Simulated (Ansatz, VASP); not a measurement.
One calculation of LuTa2Ag, two programs

```
Ta Ag Lu
1.0
     4.34798    0.00000    0.00000
     0.00000    4.34798    0.00000
     0.00000    0.00000    8.67050
Ta Ag Lu
4 2 2
Cartesian
  3.2610 1.0870 0.0000
  1.0870 3.2610 0.0000
  1.0870 1.0870 6.8033
  3.2610 3.2610 1.8672
  3.2610 1.0870 4.3353
  1.0870 3.2610 4.3353
  1.0870 1.0870 2.2966
  3.2610 3.2610 6.3739
```

Alike in both runs: functional PBE; k mesh 5 × 5 × 2; no spin polarisation.

Ansatz relaxed the structure, and its values are those at the end. VASP's run is a single point on that final structure, the one shown.

```csv
,VASP,Ansatz
version,VASP 6.6.1,Ansatz 0.2.0
potentials or method,"VASP PAW PBE potentials, release 64 (Ta_pv, Ag, Lu), cutoff 520 eV",PAW plane waves
occupations,"fermi-dirac, width 0.1 eV",fermi-dirac
valence electrons in the cell,116,140
```

|  | VASP | Ansatz | Ansatz less VASP |
| --- | --- | --- | --- |
| gap on the k mesh at the Fermi level (eV) | none | none | - |
| pressure (GPa) | 0.1 | 0.0 | -0.12 |
| rms of the force components (eV/Å) | 0.006 | 0.000 | -0.0056 |

A gap of «none» marks a metal or a gap that the smearing closes. VASP's potentials hold 116 valence electrons a cell and Ansatz's 140, so a difference there can come from the potentials and not from the codes.

The k mesh is coarse, so the values compare programs but aren't converged. Spin-orbit coupling is off throughout.
